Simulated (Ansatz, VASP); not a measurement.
One calculation of WSe2, two programs

INCAR

```
  PREC = Accurate
  ENCUT = 520
  EDIFF = 1E-6
  ISMEAR = -1
  SIGMA = 0.02
  LREAL = F
  LASPH = T
  NELM = 100
  ALGO = Normal
  ISIF = 2
  LWAVE = F
  LCHARG = F
  GGA = PE
  NBANDS = 20
```

The input KPOINTS:

```
Automatic mesh
0
Gamma
  10 10 10
```

File POSCAR:

```
WSe2
1.0
    1.6510739566      0.9532479933      6.9250794587
   -1.6510739566      0.9532479933      6.9250794587
    0.0000000000     -1.9064959865      6.9250794587
W Se
1 2
Direct
   -0.0000065916     -0.0000065916     -0.0000065916
    0.4136169466      0.4136169466      0.4136169466
    0.2530563118      0.2530563118      0.2530563118
```

Input for Ansatz:

```yaml
crystal:
  lattice:
    - [1.6510739566, 0.9532479933, 6.9250794587]
    - [-1.6510739566, 0.9532479933, 6.9250794587]
    - [0.0, -1.9064959865, 6.9250794587]
  atoms:
    - { symbol: W, position: [-6.5916e-06, -6.5916e-06, -6.5916e-06] }
    - { symbol: Se, position: [0.4136169466, 0.4136169466, 0.4136169466] }
    - { symbol: Se, position: [0.2530563118, 0.2530563118, 0.2530563118] }
kpoints:
  mp_grid: { grid: [10, 10, 10] }
  band_path:
    path:
      - [0.0, 0.0, 0.0]
      - [-0.5, -0.5, -0.5]
      - [-0.5, -0.1806598082, -0.8193401918]
      - [-0.1806598082, 0.1806598082, -0.5]
      - [0.0, 0.0, -0.5]
      - [0.0, 0.3403299041, -0.3403299041]
      - [-0.3403299041, 0.0, -0.6596700959]
      - [-0.5, 0.0, -0.5]
      - [0.0, 0.1701649521, -0.1701649521]
      - [-0.1625938274, 0.1625938274, -0.5]
    npoints: 1
hamiltonian:
  xc: pbe
scf:
  occupations: { method: fermi_dirac, width: 0.02 }
  n_extra_bands: 4
output:
  forces: true
  stress: true
  eigenvalues: true
```

Change from the starting cell: uniaxial_z strain +5.2%.

Alike in both runs: task single point; functional PBE; k mesh 10 × 10 × 10; occupations fermi-dirac, width 0.02 eV; no spin polarisation.

```csv
,VASP,Ansatz
version,VASP 6.6.1,Ansatz 0.2.0
potentials or method,"VASP PAW PBE potentials, release 64 (W_sv, Se)","plane waves, PAW"
plane-wave cutoff (eV),520,420
valence electrons in the cell,26,46
```

```tsv
	VASP	Ansatz	Ansatz less VASP
gap on the k mesh at the Fermi level (eV)	1.31	1.32	+0.004
pressure (GPa)	2.8	2.5	-0.30
traceless stress, the component that is largest in VASP (GPa)	0.52	0.45	-0.071
rms of the force components (eV/Å)	0.149	0.127	-0.0221
```

Atom by atom the forces differ by 0.022 eV/Å (rms over components). VASP's potentials hold 26 valence electrons a cell and Ansatz's 46, so a difference there can come from the potentials and not from the codes.

Spin-orbit coupling is off throughout.
